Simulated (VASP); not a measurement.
## Re2W: single point with PBE

Re2W:

```
Re W
1.0
     0.00000    3.62532    3.62532
     3.62532    0.00000    3.62532
     3.62532    3.62532    0.00000
Re W
4 2
Direct
  0.62500 0.62500 0.62500
  0.12500 0.62500 0.62500
  0.62500 0.62500 0.12500
  0.62500 0.12500 0.62500
  0.00000 0.00000 0.00000
  0.25000 0.25000 0.25000
```

```json
{
  "Program": "VASP 6.6.1",
  "Task": "single point",
  "Functional": "PBE",
  "Potentials or basis": "VASP PAW PBE potentials, release 64 (Re, W_sv)",
  "Cutoff": "520 eV",
  "k mesh": "10 × 10 × 10",
  "Occupations": "gaussian, width 0.1 eV",
  "Spin": "no spin polarisation"
}
```

```json
{
  "Pressure": "-0.3 GPa",
  "Band gap on the k mesh": "zero (bands 28 and 29 overlap by 0.35 eV)"
}
```

Levels at points of the mesh, in eV from the Fermi level:
| k point | band 24 | band 25 | band 26 | band 27 | band 28 | band 29 | band 30 | band 31 | band 32 | band 33 |
| --- | --- | --- | --- | --- | --- | --- | --- | --- | --- | --- |
| (0.00, 0.00, 0.00) | -0.65 | -0.65 | -0.65 | 0.02 | 0.02 | 1.13 | 1.13 | 1.13 | 1.83 | 2.40 |
| (0.50, 0.00, 0.00) | -2.45 | -0.23 | -0.23 | -0.04 | -0.04 | 0.35 | 0.53 | 0.53 | 0.87 | 1.54 |
| (0.50, 0.50, 0.00) | -2.86 | -1.78 | -1.78 | -0.04 | -0.04 | 0.80 | 0.80 | 0.85 | 0.85 | 2.09 |

Run time: 4.8 min on 1 thread of Intel(R) Xeon(R) 6975P-C (Granite Rapids) (shared host), peak memory 0.33 GiB.

Caveat: spin-orbit coupling is left out, which moves the levels of the heavy elements.
